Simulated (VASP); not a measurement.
A run of VASP 6.6.1 is set up as follows.

The input POSCAR:

```
CsBr
1.0
    4.3226051409      0.0000000000      0.0000000000
    0.0000000000      4.3226051409      0.0000000000
    0.0000000000      0.0000000000      4.3226051409
Cs Br
1 1
Direct
    0.0000000000      0.0000000000      0.0000000000
    0.5000000000      0.5000000000      0.5000000000
```

File INCAR.step1:

```
PREC     = Accurate       # precision mode
ENCUT    = 550            # plane-wave cutoff, eV
ISMEAR   = 0              # smearing method
SIGMA    = 0.02           # smearing width, eV
LREAL    = False          # projectors in reciprocal space
LASPH    = True           # aspherical terms in the spheres
NELM     = 120            # most SCF steps
NBANDS   = 15             # bands
GGA      = PE             # functional
ALGO     = Normal         # electronic algorithm
EDIFF    = 1E-5           # SCF threshold, eV
LWAVE    = True           # write WAVECAR
LCHARG   = False          # write CHGCAR
GGA_COMPAT= False
```

Contents of INCAR.step2:

```
PREC     = Accurate       # precision mode
ENCUT    = 550            # plane-wave cutoff, eV
EDIFF    = 1E-6           # SCF threshold, eV
ISMEAR   = 0              # smearing method
SIGMA    = 0.02           # smearing width, eV
LREAL    = False          # projectors in reciprocal space
LASPH    = True           # aspherical terms in the spheres
NELM     = 120            # most SCF steps
ALGO     = Normal         # electronic algorithm
ISIF     = 2              # what is computed and relaxed
LWAVE    = False          # write WAVECAR
LCHARG   = False          # write CHGCAR
METAGGA  = R2SCAN         # meta-GGA
LMIXTAU  = True         
NBANDS   = 15             # bands
ISTART   = 1            
GGA_COMPAT= False
```

File KPOINTS:

```
regular mesh
0
Gamma
  6 6 6
```

Potentials or basis: VASP PAW PBE potentials, release 64 (Cs_sv, Br).

The run is started by

```sh
$ cat potpaw_PBE.64/Cs_sv/POTCAR potpaw_PBE.64/Br/POTCAR > POTCAR
$ cp INCAR.step1 INCAR
$ mpirun -np 1 vasp_std > vasp.out
$ cp INCAR.step2 INCAR
$ mpirun -np 1 vasp_std > vasp.out
```

Estimate the pressure.

0.1 GPa.

What does it give for the band gap on the k mesh?

5.18 eV (least direct gap 5.18 eV).

Caveat: the PAW data sets were made with another functional, which shifts forces and pressure a little; spin-orbit coupling is left out, which moves the levels of the heavy elements. r2SCAN opens gaps a little over a GGA but as a rule still falls short of measured ones.
